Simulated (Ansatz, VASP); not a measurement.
One calculation of C, two programs

Contents of INCAR:

```
PREC = Accurate
ENCUT = 520
EDIFF = 1E-7
ISMEAR = 0
SIGMA = 0.02
LREAL = F
LASPH = T
NELM = 120
ALGO = Normal
ISIF = 2
LWAVE = F
LCHARG = F
IBRION = 2
NSW = 60
EDIFFG = -0.002
GGA_COMPAT = F
NELMIN = 4
```

KPOINTS

```
Automatic mesh
0
Gamma
  9 9 9
```

File POSCAR:

```
C
1.0
    0.0282519591      1.7675131917      1.7675131917
    1.7675131917      0.0282519591      1.7675131917
    1.7675131917      1.7675131917      0.0282519591
C
2
Direct
    0.0000000000      0.0000000000      0.0000000000
    0.2500000000      0.2500000000      0.2500000000
```

Input for Ansatz:

```yaml
crystal:
  lattice:
    - [0.0282519591, 1.7675131917, 1.7675131917]
    - [1.7675131917, 0.0282519591, 1.7675131917]
    - [1.7675131917, 1.7675131917, 0.0282519591]
  atoms:
    - { symbol: C, position: [0.0, 0.0, 0.0] }
    - { symbol: C, position: [0.25, 0.25, 0.25] }
basis:
  ecutwfc: 420
kpoints:
  mp_grid: { grid: [9, 9, 9] }
hamiltonian:
  xc: lda
  pseudopotentials: { kind: paw, azcp: { folder: soft_1 } }
scf:
  occupations: { method: gaussian, width: 0.02 }
output:
  forces: true
  stress: true
  eigenvalues: true
  write_density: true
  write_potential: true
  elf: true
  volumetric_format: npy
relax:
  adjacent_minimum: "off"
  f_tol: 0.002
  max_steps: 40
```

Change from the starting cell: strained cell.

Alike in both runs: task relaxation of the atoms; functional LDA; k mesh 9 × 9 × 9; occupations gaussian, width 0.02 eV; no spin polarisation.

|  | VASP | Ansatz |
| --- | --- | --- |
| version | VASP 6.6.1 | Ansatz 0.2.0 |
| potentials or method | VASP PAW LDA potentials, release 64 (C), cutoff 520 eV | scalar-relativistic, plane waves, PAW |
| valence electrons in the cell | 8 | 8 |

```tsv
	VASP	Ansatz	Ansatz less VASP
gap on the k mesh at the Fermi level, each at its own relaxed structure (eV)	4.19	4.20	+0.008
```

Ansatz warns that its potentials were made for another functional, while VASP's fit it. LDA's correlation is that of Perdew and Zunger in VASP and of Perdew and Wang (1992) in Ansatz. Ansatz's warnings: stress scf threshold loose.
